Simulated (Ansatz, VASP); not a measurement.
One calculation of Mo, two programs

```xyz
1
Lattice="-1.5557 1.5557 1.5557 1.5557 -1.5557 1.5557 1.5557 1.5557 -1.5557" Properties=species:S:1:pos:R:3 pbc="T T T"
Mo    0.0000    0.0000    0.0000
```

Alike in both runs: task single point; functional LDA; k mesh 19 × 19 × 19; occupations fermi-dirac, width 0.1 eV; no spin polarisation.

|  | VASP | Ansatz |
| --- | --- | --- |
| version | VASP 6.6.1 | Ansatz 0.2.0 |
| potentials or method | VASP PAW LDA potentials, release 64 (Mo_sv), cutoff 520 eV | all-electron LAPW, scalar-relativistic |

```csv
,VASP,Ansatz,Ansatz less VASP
pressure (GPa),1.2,0.1,-1.12
```

LDA's correlation is that of Perdew and Zunger in VASP and of Perdew and Wang (1992) in Ansatz. Ansatz ran all-electron here, and VASP with PAW potentials.
